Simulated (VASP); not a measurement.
# Ir (Fm-3m) in VASP: a series of runs

Ir is run at these levels: PBE; tasks: single point, relaxation of cell and atoms.

All numbers are computed with VASP 6.6.1; they aren't measurements. Logs are shortened: lines on timing, memory, paths and dates and some standing lists are left out, and cuts for length are marked.

## 1. The cell of the first run

It takes space group Fm-3m (No. 225, cubic). The conventional cell has a = 3.854 Å, b = 3.854 Å, c = 3.854 Å, α = 90.00°, β = 90.00°, γ = 90.00°. Within 3.6 Å of Ir (site symmetry m-3m) lie 12 Ir at 2.73 Å.

## 2. Single point, PBE

Input file INCAR:

```
PREC = Accurate
ENCUT = 500
EDIFF = 1E-6
ISMEAR = 0
SIGMA = 0.1
LREAL = False
LASPH = True
NELM = 120
ALGO = Normal
ISIF = 2
LWAVE = False
LCHARG = False
GGA = PE
NBANDS = 10
GGA_COMPAT = False
```

Input file KPOINTS:

```
Automatic mesh
0
Gamma
  8 8 8
```

Input file POSCAR:

```
Ir
1.0
    0.0000000000      1.9269646700      1.9269646700
    1.9269646700      0.0000000000      1.9269646700
    1.9269646700      1.9269646700      0.0000000000
Ir
1
Direct
    0.0000000000      0.0000000000      0.0000000000
```

Potentials or basis: VASP PAW PBE potentials, release 64 (Ir).

Started as:

```sh
$ cat potpaw_PBE.64/Ir/POTCAR > POTCAR
$ mpirun -np 1 vasp_std > vasp.out
```

OUTCAR:

```text
PREC = Accurate
   ENCUT = 500
   EDIFF = 1E-6
   ISMEAR = 0
   LREAL = False
   LASPH = True
   NELM = 120
   ISIF = 2
   GGA = PE

 ion  position               nearest neighbor table
   1  0.000  0.000  0.000-

  LATTYP: Found a face centered cubic cell.
 ALAT       =     3.8539293400

  Lattice vectors:

 A1 = (   0.0000000000,   1.9269646700,   1.9269646700)
 A2 = (   1.9269646700,   0.0000000000,   1.9269646700)
 A3 = (   1.9269646700,   1.9269646700,   0.0000000000)

Analysis of symmetry for initial positions (statically):
=====================================================================
 Subroutine PRICEL returns:
 Original cell was already a primitive cell.

 Routine SETGRP: Setting up the symmetry group for a
 face centered cubic supercell.

 Subroutine GETGRP returns: Found 48 space group operations
 (whereof 48 operations were pure point group operations)
 out of a pool of 48 trial point group operations.

The static configuration has the point symmetry O_h .

Analysis of symmetry for dynamics (positions and initial velocities):
=====================================================================
 Subroutine PRICEL returns:
 Original cell was already a primitive cell.

 Routine SETGRP: Setting up the symmetry group for a
 face centered cubic supercell.

 Subroutine GETGRP returns: Found 48 space group operations
 (whereof 48 operations were pure point group operations)
 out of a pool of 48 trial point group operations.

The dynamic configuration has the point symmetry O_h .

 Subroutine INISYM returns: Found 48 space group operations
 (whereof 48 operations are pure point group operations),
 and found     1 'primitive' translations

----------------------------------------------------------------------------------------

                                     Primitive cell

  volume of cell :      14.3104

  direct lattice vectors                    reciprocal lattice vectors
     0.000000000  1.926964670  1.926964670    -0.259475437  0.259475437  0.259475437
     1.926964670  0.000000000  1.926964670     0.259475437 -0.259475437  0.259475437
     1.926964670  1.926964670  0.000000000     0.259475437  0.259475437 -0.259475437

  length of vectors
     2.725139571  2.725139571  2.725139571     0.449424640  0.449424640  0.449424640

  position of ions in fractional coordinates (direct lattice)
     0.000000000  0.000000000  0.000000000

  ion indices of the primitive-cell ions
[... 78 lines left out ...]
   IBRION =     -1    ionic relax: 0-MD 1-quasi-New 2-CG
   NFREE  =      0    steps in history (QN), initial steepest desc. (CG)
   ISIF   =      2    stress and relaxation
   ISYM   =      2    0-nonsym 1-usesym 2-fastsym
   POTIM  = 0.5000    time-step for ionic-motion
   TEBEG  =    0.0;   TEEND  =   0.0 temperature during run
   PSTRESS=    0.0 pullay stress
   NELECT =       9.0000    total number of electrons
   NUPDOWN=      -1.0000    fix difference up-down
   EMIN   =  10.00;   EMAX   =-10.00  energy-range for DOS
   EFERMI =   0.00;   METHOD = LEGACY
   ISMEAR =     0;   SIGMA  =   0.10  broadening in eV -4-tet -1-fermi 0-gaus
   EFERMI_NEDOS =   21; number of points for ismear=-14 and -15
   IALGO  =     38    algorithm
   IMIX   =      4    mixing-type and parameters
     AMIX     =   0.40;   BMIX     =  1.00
     AMIX_MAG =   1.60;   BMIX_MAG =  1.00
  volume/ion in A,a.u.               =      14.31        96.57
  Fermi-wavevector in a.u.,A,eV,Ry     =   1.402615  2.650559 26.767147  1.967330
  Thomas-Fermi vector in A             =   2.525359
   LORBIT       =      0    0 simple, 1 ext, 2 COOP (PROOUT), +10 PAW based schemes
   GGA     = PE    functional components
   LHFCALC =     F    Hartree Fock is set to
   AEXX    =    0.0000 exact exchange contribution
   IVDW    =     0    specifies the selected vdW correction
   LEPSILON=     F    determine dielectric tensor
   LRPA    =     F    only Hartree local field effects (RPA)
 non-spin polarized calculation
 Gauss-broadening in eV      SIGMA  =   0.10
  energy-cutoff  :      500.00
  volume of cell :       14.31
 maximum number of plane-waves:       380
   NGX =  9   NGY =  9   NGZ =  9

 number of electron       9.0000000 magnetization

 Free energy of the ion-electron system (eV)
  ---------------------------------------------------
  ext. energy  EPLUGINS =         0.00000000
  ---------------------------------------------------
  free energy    TOTEN  =        -8.77653892 eV

  energy without entropy =       -8.76784386  energy(sigma->0) =       -8.77219139

 E-fermi :  10.2619     XC(G=0): -13.9190

 val. band max:       10.2173787478   @ k =  -0.3750   0.1250   0.0000
 cond. band min:      10.2829348685   @ k =  -0.3750   0.2500   0.0000
 fundamental gap:      0.0655561207
 Fermi energy:        10.2618798408

 k-point     1 :       0.0000    0.0000    0.0000
  band No.  band energies     occupation
      1      -0.7881      2.00000
      2       6.3901      2.00000
      3       6.3901      2.00000
      4       6.3901      2.00000
      5       9.0414      2.00000
      6       9.0414      2.00000
      7      24.5402      0.00000
      8      30.0806      0.00000
      9      30.0806      0.00000
     10      30.0806      0.00000
[... 287 lines left out ...]
 k-point    24 :      -0.3750    0.2500    0.1250
  band No.  band energies     occupation
      1       3.6845      2.00000
      2       5.0729      2.00000
      3       6.6574      2.00000
      4       7.6796      2.00000
      5      10.7772      0.00000
      6      15.3270      0.00000
      7      16.7880      0.00000
      8      25.8790      0.00000
      9      25.9689      0.00000
     10      29.9318      0.00000

 [... further k-points ...]

------------------------ aborting loop because EDIFF is reached ----------------------------------------

  FORCE on cell =-STRESS in cart. coord.  units (eV):
  Direction    XX          YY          ZZ          XY          YZ          ZX
  --------------------------------------------------------------------------------------
  -------------------------------------------------------------------------------------
  Total        0.5874014      0.5874014      0.5874014      0.0000000     -0.0000000      0.0000000
  in kB       65.7649177     65.7649177     65.7649177      0.0000000     -0.0000000      0.0000000
  external PRESSURE =      65.7649177 kB  Pullay stress =       0.0000000 kB

 VOLUME and BASIS-vectors are now :
 -----------------------------------------------------------------------------
  energy-cutoff  :      500.00
  volume of cell :       14.31
      direct lattice vectors                 reciprocal lattice vectors
     0.000000000  1.926964670  1.926964670    -0.259475437  0.259475437  0.259475437
     1.926964670  0.000000000  1.926964670     0.259475437 -0.259475437  0.259475437
     1.926964670  1.926964670  0.000000000     0.259475437  0.259475437 -0.259475437

 POSITION                                       TOTAL-FORCE (eV/Angst)
 -----------------------------------------------------------------------------------
      0.00000      0.00000      0.00000         0.000000     -0.000000     -0.000000
 -----------------------------------------------------------------------------------
    total drift:                                0.000000     -0.000000     -0.000000

  FREE ENERGIE OF THE ION-ELECTRON SYSTEM (eV)
  ---------------------------------------------------
  free  energy   TOTEN  =        -8.7765389205 eV

  energy  without entropy=       -8.7678438613  energy(sigma->0) =       -8.77219139
```

OSZICAR:

```text
N       E                     dE             d eps       ncg     rms          rms(c)
DAV:   1     0.461370646846E+02    0.46137E+02   -0.41078E+03   580   0.770E+02
DAV:   2    -0.850725281948E+01   -0.54644E+02   -0.52642E+02   592   0.195E+02
DAV:   3    -0.932741140109E+01   -0.82016E+00   -0.81438E+00   672   0.286E+01
DAV:   4    -0.933459416234E+01   -0.71828E-02   -0.71811E-02   656   0.249E+00
DAV:   5    -0.933472325422E+01   -0.12909E-03   -0.12909E-03   666   0.319E-01    0.150E+01
DAV:   6    -0.886653304523E+01    0.46819E+00   -0.81641E-01   644   0.111E+01    0.618E+00
DAV:   7    -0.878248662353E+01    0.84046E-01   -0.25689E-01   690   0.572E+00    0.154E+00
DAV:   8    -0.877826394920E+01    0.42227E-02   -0.24435E-03   644   0.566E-01    0.798E-01
DAV:   9    -0.877653123741E+01    0.17327E-02   -0.13939E-03   666   0.516E-01    0.155E-02
DAV:  10    -0.877653935906E+01   -0.81216E-05   -0.73714E-06   770   0.241E-02    0.210E-02
DAV:  11    -0.877653892047E+01    0.43859E-06   -0.43338E-07   352   0.899E-03
   1 F= -.87765389E+01 E0= -.87721914E+01  d E =-.869506E-02
```

Run time: 2.8 s. Hardware: 1 thread of Intel Xeon 8259CL, shared host; peak memory 0.13 GiB.

What came out:

| Quantity | Value |
| --- | --- |
| Free energy | -8.7765 eV |
| Pressure | 6.6 GPa |
| Band gap on the k mesh | zero (an odd number of electrons rules out a gap without spin polarisation) |

Levels at points of the mesh, in eV from the Fermi level:
```
           k point  band 2  band 3  band 4  band 5  band 6  band 7
(0.00, 0.00, 0.00)   -3.87   -3.87   -3.87   -1.22   -1.22   14.28
(0.50, 0.00, 0.00)   -3.97   -3.97   -0.78    0.83    0.83    7.10
(0.50, 0.50, 0.00)   -7.27    0.80    1.39    1.39    1.64   10.31
```

Caveat: the cell stands under pressure; spin-orbit coupling is left out, which moves the levels of the heavy elements.

## 3. Single point, PBE

This run uses another cell than the first one, of 14.49 Å³/atom.

Input file INCAR:

```
SYSTEM = Ir
  PREC = Accurate
  ENCUT = 500
  EDIFF = 1E-6
  ISMEAR = 0
  SIGMA = 0.1
  LREAL = .False.
  LASPH = .True.
  NELM = 120
  ALGO = Normal
  ISIF = 2
  LWAVE = .False.
  LCHARG = .False.
  GGA = PE
  NBANDS = 10
  GGA_COMPAT = .False.
```

Input file KPOINTS:

```
Automatic mesh
0
Gamma
  18 18 18
  0 0 0
```

Input file POSCAR:

```
Ir
1.0
    0.0000000000      1.9351635784      1.9351635784
    1.9351635784      0.0000000000      1.9351635784
    1.9351635784      1.9351635784      0.0000000000
Ir
1
Direct
    0.0000000000      0.0000000000      0.0000000000
```

Potentials or basis: VASP PAW PBE potentials, release 64 (Ir).

Started as:

```sh
$ cat potpaw_PBE.64/Ir/POTCAR > POTCAR
$ mpirun -np 1 vasp_std > vasp.out
```

Run time: 16 s. Hardware: 1 thread of Intel Xeon 8259CL, shared host; peak memory 0.15 GiB.

It converged, with:

```yaml
Free_energy: -8.8536 eV
Pressure: 0.5 GPa
Band_gap_on_the_k_mesh: zero (an odd number of electrons rules out a gap without spin polarisation)
```

Levels at points of the mesh, in eV from the Fermi level:
```tsv
k point	band 1	band 2	band 3	band 4	band 5	band 6	band 7	band 8
(0.00, 0.00, 0.00)	-10.89	-3.78	-3.78	-3.78	-1.19	-1.19	14.34	19.78
(0.50, 0.00, 0.00)	-7.88	-3.87	-3.87	-0.73	0.82	0.82	6.99	13.88
(0.50, 0.50, 0.00)	-7.67	-7.11	0.79	1.38	1.38	1.67	10.15	11.56
```

Caveat: spin-orbit coupling is left out, which moves the levels of the heavy elements.

## 4. Relaxation of cell and atoms, PBE

Input file INCAR:

```
SYSTEM = Ir
  PREC = Accurate
  ENCUT = 500
  EDIFF = 1E-7
  ISMEAR = 0
  SIGMA = 0.1
  LREAL = .False.
  LASPH = .True.
  NELM = 120
  ALGO = Normal
  ISIF = 3
  LWAVE = .False.
  LCHARG = .False.
  GGA = PE
  IBRION = 2
  NSW = 100
  EDIFFG = -0.002
  GGA_COMPAT = .False.
  NELMIN = 4
```

KPOINTS is that of step 3.

Input file POSCAR:

```
Ir
1.0
    0.0000000000      1.9269646700      1.9269646700
    1.9269646700      0.0000000000      1.9269646700
    1.9269646700      1.9269646700      0.0000000000
Ir
1
Direct
    0.0000000000      0.0000000000      0.0000000000
```

Potentials or basis: VASP PAW PBE potentials, release 64 (Ir).

Started as:

```sh
$ cat potpaw_PBE.64/Ir/POTCAR > POTCAR
$ mpirun -np 1 vasp_std > vasp.out
```

OUTCAR:

```text
SYSTEM = Ir
   PREC = Accurate
   ENCUT = 500
   EDIFF = 1E-7
   ISMEAR = 0
   LREAL = .False.
   LASPH = .True.
   NELM = 120
   ISIF = 3
   GGA = PE
   IBRION = 2
   NSW = 100
   EDIFFG = -0.002
   NELMIN = 4

 ion  position               nearest neighbor table
   1  0.000  0.000  0.000-

  LATTYP: Found a face centered cubic cell.
 ALAT       =     3.8539293400

  Lattice vectors:

 A1 = (   0.0000000000,   1.9269646700,   1.9269646700)
 A2 = (   1.9269646700,   0.0000000000,   1.9269646700)
 A3 = (   1.9269646700,   1.9269646700,   0.0000000000)

Analysis of symmetry for initial positions (statically):
=====================================================================
 Subroutine PRICEL returns:
 Original cell was already a primitive cell.

 Routine SETGRP: Setting up the symmetry group for a
 face centered cubic supercell.

 Subroutine GETGRP returns: Found 48 space group operations
 (whereof 48 operations were pure point group operations)
 out of a pool of 48 trial point group operations.

The static configuration has the point symmetry O_h .

Analysis of symmetry for dynamics (positions and initial velocities):
=====================================================================
 Subroutine PRICEL returns:
 Original cell was already a primitive cell.

 Routine SETGRP: Setting up the symmetry group for a
 face centered cubic supercell.
[... 139 lines left out ...]
 maximum number of plane-waves:       375
   NGX =  9   NGY =  9   NGZ =  9

--------------------------------------- Ionic step        1  -------------------------------------------

 number of electron       9.0000000 magnetization

 Free energy of the ion-electron system (eV)
  ---------------------------------------------------
  ext. energy  EPLUGINS =         0.00000000
  ---------------------------------------------------
  free energy    TOTEN  =        -8.85025533 eV

  energy without entropy =       -8.84503047  energy(sigma->0) =       -8.84764290

 E-fermi :  10.2415     XC(G=0): -13.9199

 val. band max:       10.2377656486   @ k =   0.5000   0.2222   0.1111
 cond. band min:      10.2467268457   @ k =   0.3333   0.1111   0.0556
 fundamental gap:      0.0089611971
 Fermi energy:        10.2414946481

 k-point     1 :       0.0000    0.0000    0.0000
  band No.  band energies     occupation
      1      -0.7881      2.00000
      2       6.3902      2.00000
      3       6.3902      2.00000
      4       6.3902      2.00000
      5       9.0304      2.00000
      6       9.0304      2.00000
      7      24.5556      0.00000
      8      30.0739      0.00000
[... 357 lines left out ...]
--------------------------------------- Ionic step        4  -------------------------------------------

 number of electron       9.0000000 magnetization

 Free energy of the ion-electron system (eV)
  ---------------------------------------------------
  ext. energy  EPLUGINS =         0.00000000
  ---------------------------------------------------
  free energy    TOTEN  =        -8.85350659 eV

  energy without entropy =       -8.84813115  energy(sigma->0) =       -8.85081887

 E-fermi :   9.9952     XC(G=0): -13.8352

 val. band max:        9.9925990505   @ k =   0.5000   0.2222   0.1111
 cond. band min:       9.9995656471   @ k =   0.3333   0.1111   0.0556
 fundamental gap:      0.0069665965
 Fermi energy:         9.9952257918

 k-point     1 :       0.0000    0.0000    0.0000
  band No.  band energies     occupation
      1      -0.8793      2.00000
      2       6.2291      2.00000
      3       6.2291      2.00000
      4       6.2291      2.00000
      5       8.8095      2.00000
      6       8.8095      2.00000
      7      24.3383      0.00000
      8      29.7718      0.00000
[... 281 lines left out ...]
  FREE ENERGIE OF THE ION-ELECTRON SYSTEM (eV)
  ---------------------------------------------------
  free  energy   TOTEN  =        -8.8535065938 eV

  energy  without entropy=       -8.8481311455  energy(sigma->0) =       -8.85081887

 reached required accuracy - stopping structural energy minimisation
```

OSZICAR:

```text
N       E                     dE             d eps       ncg     rms          rms(c)
DAV:   1     0.410427214408E+02    0.41043E+02   -0.43127E+03  3184   0.982E+02
DAV:   2    -0.882406636570E+01   -0.49867E+02   -0.47948E+02  3160   0.204E+02
[... 27 lines left out ...]
   3 F= -.88535047E+01 E0= -.88508154E+01  d E =-.324938E-02
       N       E                     dE             d eps       ncg     rms          rms(c)
DAV:   1    -0.885351035283E+01   -0.56305E-05   -0.16323E-04  3376   0.211E-01    0.181E-02
DAV:   2    -0.885350668116E+01    0.36717E-05   -0.10074E-05  3488   0.436E-02    0.644E-03
DAV:   3    -0.885350646281E+01    0.21835E-06   -0.19277E-06  3784   0.174E-02    0.217E-03
DAV:   4    -0.885350659529E+01   -0.13248E-06   -0.41630E-08  1712   0.229E-03    0.124E-04
DAV:   5    -0.885350659380E+01    0.14915E-08   -0.27450E-09  1576   0.635E-04
   4 F= -.88535066E+01 E0= -.88508189E+01  d E =-.325126E-02
```

CONTCAR:

```text
Ir
   1.00000000000000
     0.0000000000000000    1.9361512104612404    1.9361512104612404
     1.9361512104612404   -0.0000000000000000    1.9361512104612404
     1.9361512104612404    1.9361512104612404    0.0000000000000000
  Ir
     1
Direct
     0.0000000000000000    0.0000000000000000    0.0000000000000000

  0.00000000E+00  0.00000000E+00  0.00000000E+00
```

Run time: 24 s. Hardware: 1 thread of Intel Xeon 8259CL, shared host; peak memory 0.15 GiB.

Results:

* Free energy: -8.8535 eV
* Relaxed volume: 14.52 Å³/atom
* Relaxed cell: a = 2.738 Å, b = 2.738 Å, c = 2.738 Å, α = 60.00°, β = 60.00°, γ = 60.00°
* Space group after relaxing (to 0.1 Å): Fm-3m (No. 225)
* Energy gained by relaxing: 3.3 meV/atom
* Ionic steps: 4
* Pressure after relaxing: 0.0 GPa
* Band gap on the k mesh: zero (an odd number of electrons rules out a gap without spin polarisation)

The path:
```tsv
step	energy change (eV)	largest force (eV/Å)	pressure (GPa)	volume (Å³)
1	0.0000	0.0000	5.18	14.31
2	0.0374	0.0000	-15.90	15.29
3	-0.0032	0.0000	-0.10	14.52
4	-0.0033	0.0000	0.00	14.52
```

Final structure:
```
Ir
1.0
     0.00000    1.93615    1.93615
     1.93615    0.00000    1.93615
     1.93615    1.93615    0.00000
Ir
1
Direct
  0.00000 0.00000 0.00000
```

Caveat: spin-orbit coupling is left out, which moves the levels of the heavy elements.

## 5. Summary

| task | cell | k mesh | gap on the mesh (eV) | pressure (GPa) |
| --- | --- | --- | --- | --- |
| single point | a = 2.725 Å, angles 60.0°, 1 atom | 8 × 8 × 8 | none | 6.6 |
| single point | a = 2.737 Å, angles 60.0°, 1 atom | 18 × 18 × 18 | none | 0.5 |
| relaxation of cell and atoms | relaxed from a = 2.725 Å, angles 60.0°, 1 atom | 18 × 18 × 18 | none | 0.0 |

Alike in all rows: level PBE; potentials or basis VASP PAW PBE potentials, release 64 (Ir); no spin polarisation; cutoff (eV) 500; smearing gaussian 0.1 eV.

Caveats: spin-orbit coupling is left out, which moves the levels of the heavy elements; the cell stands under pressure (at least some runs).

Total energies depend on the potentials used, so only differences within one code and one set of settings carry meaning.

The gap in the log of VASP goes by the Fermi energy; the results here count the filled bands.